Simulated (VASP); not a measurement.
NiO2:

```xyz
3
Lattice="1.4021 0.8095 6.9743 -1.4021 0.8095 6.9743 0.0000 -1.6190 6.9743" Properties=species:S:1:pos:R:3 pbc="T T T"
Ni    0.0000    0.0000    0.0000
O     0.0000    0.0000   12.9975
O     0.0000    0.0000    7.9254
```

- Program: VASP 6.6.1
- Task: relaxation of cell and atoms
- Functional: r2SCAN
- Potentials or basis: VASP PAW PBE potentials, release 64 (Ni, O)
- Cutoff: 600 eV
- k mesh: 6 × 6 × 6
- Occupations: gaussian, width 0.1 eV
- Spin: no spin polarisation

At the start: pressure -3.6 GPa; volume 15.83 Å³/atom.

Question: Where does the relaxation end?

Answer: Over 5 steps the energy falls by 4.8 meV/atom and the volume is 15.47 Å³/atom (-2.3 %); space group R-3m (No. 166, to 0.1 Å) before and after.

The path:
| step | energy change (eV) | largest force (eV/Å) | pressure (GPa) | volume (Å³) |
| --- | --- | --- | --- | --- |
| 1 | 0.0000 | 0.3565 | -3.63 | 47.50 |
| 2 | 0.0208 | 0.7771 | 6.03 | 45.07 |
| 3 | -0.0142 | 0.0596 | -0.16 | 46.53 |
| 4 | -0.0142 | 0.0686 | -0.10 | 46.51 |
| 5 | -0.0145 | 0.0348 | -0.04 | 46.42 |

Final structure:
```xyz
3
Lattice="1.3896 0.8023 6.9401 -1.3896 0.8023 6.9401 0.0000 -1.6045 6.9401" Properties=species:S:1:pos:R:3 pbc="T T T"
Ni    0.0000    0.0000    0.0000
O     0.0000    0.0000   12.9378
O     0.0000    0.0000    7.8824
```

Caveat: the k points lie up to 0.44 Å⁻¹ apart in the final cell; the PAW data sets were made with another functional, which shifts forces and pressure a little.
